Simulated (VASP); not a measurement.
Input of a VASP 6.6.1 run:

Contents of INCAR:

```
SYSTEM = InSb
ALGO = Normal
EDIFF = 1E-6
ENCUT = 520
GGA = CA
ISIF = 2
ISMEAR = -1
LASPH = .True.
LCHARG = .True.
LELF = .True.
LREAL = .False.
LVHAR = .True.
LWAVE = .False.
NBANDS = 26
NELM = 60
PREC = Accurate
SIGMA = 0.08
```

File KPOINTS:

```
k-points
0
Gamma
  6 6 11
  0 0 0
```

POSCAR

```
InSb
1.0
    5.4641400000      0.0000000000      0.0000000000
    0.0000000000      5.8262400000      0.0000000000
    0.0000000000      0.0000000000      3.0630000000
In Sb
2 2
Direct
    0.0000000000      0.0000000000      0.0000000000
    0.5000000000      0.5000000000      0.0000000000
    0.5000000000      0.0000000000      0.8350000000
    0.0000000000      0.5000000000      0.1650000000
```

Potentials or basis: VASP PAW LDA potentials, release 64 (In_d, Sb).

The run is started by

```console
$ cat potpaw_LDA.64/In_d/POTCAR potpaw_LDA.64/Sb/POTCAR > POTCAR
$ mpirun -np 1 vasp_std > vasp.out
```

Question: What does it give for the largest force?

Answer: 0.436 eV/Å.

Question: Estimate the band gap on the k mesh.

Answer: Zero (bands 18 and 19 overlap by 2.90 eV).

Question: Predict the pressure.

Answer: 7.4 GPa.

Stress tensor (GPa, compression positive):
```
15.80  0.00  0.00
 0.00  4.48  0.00
 0.00  0.00  2.02
```

Caveat: the cell differs from its parent crystal (equal xx and yy strain of +2 %); the cell stands under pressure; spin-orbit coupling is left out, which moves the levels of the heavy elements.
